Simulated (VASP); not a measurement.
A run of VASP 6.6.1 is set up as follows.

The input INCAR:

```
SYSTEM = Li4CF
PREC = Accurate
ENCUT = 520
EDIFF = 1E-7
ISMEAR = 0
SIGMA = 0.1
LREAL = .FALSE.
LASPH = .TRUE.
NELM = 100
ALGO = Normal
ISIF = 2
LWAVE = .FALSE.
LCHARG = .FALSE.
GGA = PE
NBANDS = 20
```

Contents of KPOINTS:

```
regular mesh
0
G
  10 10 8
  0 0 0
```

POSCAR

```
Li4CF
1.0
    3.5288945363      0.0000000000      0.0000000000
    0.0000000000      3.5288945363      0.0000000000
    0.0000000000      0.0000000000      5.1368337051
Li C F
4 1 1
Direct
    0.5000000000      0.0000000000      0.2381472816
    0.0000000000      0.5000000000      0.7618527184
    0.5000000000      0.0000000000      0.7618527184
    0.0000000000      0.5000000000      0.2381472816
    0.0000000000      0.0000000000      0.0000000000
    0.5000000000      0.5000000000      0.5000000000
```

Potentials or basis: VASP PAW PBE potentials, release 64 (Li_sv, C, F).

Launch:

```console
$ cat potpaw_PBE.64/Li_sv/POTCAR potpaw_PBE.64/C/POTCAR potpaw_PBE.64/F/POTCAR > POTCAR
$ mpirun -np 1 vasp_std > vasp.out
```

(1) What does it give for the largest force?

Results:

(1) 0.016 eV/Å.

Caveat: an odd number of electrons without spin polarisation forces a metal; a magnetic or distorted state may lie lower.
